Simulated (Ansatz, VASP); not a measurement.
Al2O3 in VASP and in Ansatz

INCAR

```
SYSTEM = Al2O3
PREC = Accurate ; ENCUT = 520
EDIFF = 1E-6 ; ISMEAR = 0
SIGMA = 0.05 ; LREAL = .FALSE.
LASPH = .TRUE. ; NELM = 60
ALGO = Normal ; ISIF = 2
LWAVE = .FALSE. ; LCHARG = .TRUE.
GGA = CA ; LELF = .TRUE.
LVHAR = .TRUE. ; NBANDS = 20
```

Contents of KPOINTS:

```
Automatic mesh
0
G
  9 9 4
  0 0 0
```

Contents of POSCAR:

```
Al2O3
1.0
    2.8843249483      0.0000000000      0.0000000000
   -1.4421624742      2.4978986780      0.0000000000
    0.0000000000      0.0000000000      9.7102246384
Al O
2 3
Direct
    0.0000000000      0.0000000000      0.1499923300
    0.0000000000      0.0000000000      0.8500076700
    0.3333333333      0.6666666667      0.2223169200
    0.6666666667      0.3333333333      0.0000000000
    0.3333333333      0.6666666667      0.7776830800
```

Input for Ansatz:

```yaml
crystal:
  lattice:
    - [2.8843249483, 0.0, 0.0]
    - [-1.4421624742, 2.497898678, 0.0]
    - [0.0, 0.0, 9.7102246384]
  atoms:
    - { symbol: Al, position: [0.0, 0.0, 0.14999233] }
    - { symbol: Al, position: [0.0, 0.0, 0.85000767] }
    - { symbol: O, position: [0.3333333333, 0.6666666667, 0.22231692] }
    - { symbol: O, position: [0.6666666667, 0.3333333333, 0.0] }
    - { symbol: O, position: [0.3333333333, 0.6666666667, 0.77768308] }
basis:
  ecutwfc: 420
kpoints:
  mp_grid: { grid: [9, 9, 4] }
hamiltonian:
  xc: lda
scf:
  occupations: { method: gaussian, width: 0.05 }
output:
  forces: true
  stress: true
  eigenvalues: true
```

Change from the starting cell: strain +0.000 along x and y, +0.040 along z, atoms carried along.

Alike in both runs: task single point; functional LDA; k mesh 9 × 9 × 4; occupations gaussian, width 0.05 eV; no spin polarisation.

|  | VASP | Ansatz |
| --- | --- | --- |
| version | VASP 6.6.1 | Ansatz 0.2.0 |
| potentials or method | VASP PAW LDA potentials, release 64 (Al, O), cutoff 520 eV | scalar-relativistic, plane waves, PAW |
| valence electrons in the cell | 24 | 24 |

|  | VASP | Ansatz | Ansatz less VASP |
| --- | --- | --- | --- |
| gap on the k mesh at the Fermi level (eV) | 4.72 | 4.74 | +0.019 |
| least direct gap on the mesh (eV) | 4.88 | 4.87 | -0.007 |
| pressure (GPa) | -9.4 | -9.9 | -0.53 |
| traceless stress, the component that is largest in VASP (GPa) | -2.93 | -2.47 | +0.456 |
| rms of the force components (eV/Å) | 0.385 | 0.393 | +0.0079 |

LDA's correlation is that of Perdew and Zunger in VASP and of Perdew and Wang (1992) in Ansatz. Atom by atom the forces differ by 0.009 eV/Å (rms over components).
